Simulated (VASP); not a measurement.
Wanted: the native input for a VASP 6.6.1 run.

```
Task                   : single point
Functional             : PBE
Dispersion             : D3(BJ)
Potentials or basis    : VASP PAW PBE potentials, release 64 (S, O)
Cutoff                 : 520 eV
k mesh                 : 4 × 4 × 4
Occupations            : gaussian, width 0.1 eV
Spin                   : collinear spin, ferromagnetic start
Starting moments       : [0.0, 0.0, 0.0, 1.0] μB
Dipole correction      : no
Further INCAR settings : ALGO = Normal; EDIFF = 1e-06; NBANDS = 24
```

The structure of S3O lies in POSCAR:

```
S3O
1.0
    4.1636802341      0.0000000000      0.0000000000
    0.0000000000      4.1636802341      0.0000000000
    0.0000000000      0.0000000000      4.1636802341
S O
3 1
Direct
    0.5000000000      0.0000000000      0.0000000000
    0.0000000000      0.5000000000      0.0000000000
    0.0000000000      0.0000000000      0.5000000000
    0.0000000000      0.0000000000      0.0000000000
```

The cell was generated, and may not be a known phase.

One way to write it, as run:

INCAR

```
PREC = Accurate ; ENCUT = 520
EDIFF = 1E-6 ; ISMEAR = 0
SIGMA = 0.1 ; LREAL = False
LASPH = True ; NELM = 150
ALGO = Normal ; ISIF = 2
LWAVE = False ; LCHARG = False
ISPIN = 2 ; MAGMOM = 0 0 0 1
LORBIT = 11 ; GGA = PE
IVDW = 12 ; NBANDS = 24
```

KPOINTS

```
regular mesh
0
Gamma
  4 4 4
```

Potentials or basis: VASP PAW PBE potentials, release 64 (S, O).

Command:

```sh
$ cat potpaw_PBE.64/S/POTCAR potpaw_PBE.64/O/POTCAR > POTCAR
$ mpirun -np 1 vasp_std > vasp.out
```

It gave:

```json
{"Pressure": "1.0 GPa", "Band gap on the k mesh": "zero (filled and empty bands overlap)", "Net moment": "0.00 μB per cell", "Valence electrons inside the program's atomic spheres": "S 3.45; O 4.87", "Dispersion energy per atom": "-0.224 eV"}
```

Caveat: the k points lie up to 0.38 Å⁻¹ apart, too coarse for converged energies and pressures of a metal.

It took 13 s on 1 thread of Intel(R) Xeon(R) 6975P-C (Granite Rapids) (shared host), peak memory 0.21 GiB.
